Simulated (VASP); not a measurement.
Wanted: the native input for a VASP 6.6.1 run.

```
Task                   : single point
Functional             : PBE
Potentials or basis    : VASP PAW PBE potentials, release 64 (Na_pv, H)
Cutoff                 : 520 eV
k mesh                 : 10 × 10 × 10
Occupations            : fermi-dirac, width 0.02 eV
Spin                   : no spin polarisation
Dipole correction      : no
Further INCAR settings : ALGO = Normal; EDIFF = 1e-06; NBANDS = 11
```

The structure of NaH lies in POSCAR:

```
NaH
1.0
    0.0000000000      2.3428490071      2.3428490071
    2.3428490071      0.0000000000      2.3428490071
    2.3428490071      2.3428490071      0.0000000000
Na H
1 1
Direct
    0.0000000000      0.0000000000      0.0000000000
    0.5000000000      0.5000000000      0.5000000000
```

This cell differs from its parent crystal: strain -2.3%.

The input as run:

INCAR

```
SYSTEM = NaH
  PREC = Accurate
  ENCUT = 520
  EDIFF = 1E-6
  ISMEAR = -1
  SIGMA = 0.02
  LREAL = .False.
  LASPH = .True.
  NELM = 100
  ALGO = Normal
  ISIF = 2
  LWAVE = .False.
  LCHARG = .False.
  GGA = PE
  NBANDS = 11
```

KPOINTS

```
regular mesh
0
Gamma
  10 10 10
  0 0 0
```

Potentials or basis: VASP PAW PBE potentials, release 64 (Na_pv, H).

Command:

```console
$ cat potpaw_PBE.64/Na_pv/POTCAR potpaw_PBE.64/H/POTCAR > POTCAR
$ mpirun -np 1 vasp_std > vasp.out
```

It gave:

```yaml
Pressure: 2.5 GPa
Band_gap_on_the_k_mesh: 3.94 eV (least direct gap 4.82 eV)
```

Caveat: the cell differs from its parent crystal (strain -2.3%).

Wall time 25 s on 1 thread of Intel Xeon 8259CL (shared host), peak memory 0.15 GiB.
